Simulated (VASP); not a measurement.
# HfB2: single point with PBEsol

Crystal: HfB2.

```
Hf B
1.0
     3.03681    0.00000    0.00000
    -1.51841    2.62996    0.00000
     0.00000    0.00000    3.32209
Hf B
1 2
Direct
  0.00000 0.00000 0.00000
  0.33333 0.66667 0.50000
  0.66667 0.33333 0.50000
```

- Program: VASP 6.6.1
- Task: single point
- Functional: PBEsol
- Potentials or basis: VASP PAW PBE potentials, release 64 (Hf_pv, B)
- Cutoff: 520 eV
- k mesh: 14 × 14 × 10
- Occupations: fermi-dirac, width 0.05 eV
- Spin: no spin polarisation

- Pressure: 30.5 GPa
- Band gap on the k mesh: zero (bands 8 and 9 overlap by 1.36 eV)

Stress tensor (GPa, compression positive):
```
30.22  0.00  0.00
 0.00 30.22  0.00
 0.00  0.00 31.02
```

Levels at points of the mesh, in eV from the Fermi level:
```
           k point  band 4  band 5  band 6  band 7  band 8  band 9  band 10  band 11  band 12  band 13
(0.00, 0.00, 0.00)  -14.36   -3.30   -3.24   -3.24   -2.56    4.57     4.57     5.41     5.41     5.42
(0.50, 0.00, 0.00)  -10.36   -9.04   -4.46   -3.57   -3.27    2.46     3.07     6.42     6.48     7.17
(0.00, 0.00, 0.50)  -11.31   -8.80   -1.26   -1.26    0.17    0.17     1.05     1.05     2.78     5.33
(0.50, 0.00, 0.50)  -10.89   -7.56   -5.47   -5.15   -2.40    4.64     5.01     7.11     8.50     8.60
```

It took 63 s on 1 thread of Intel Xeon 8259CL, on a shared host, peak memory 0.19 GiB.

Caveat: the cell stands under pressure; the PAW data sets were made with another functional, which shifts forces and pressure a little; spin-orbit coupling is left out, which moves the levels of the heavy elements.
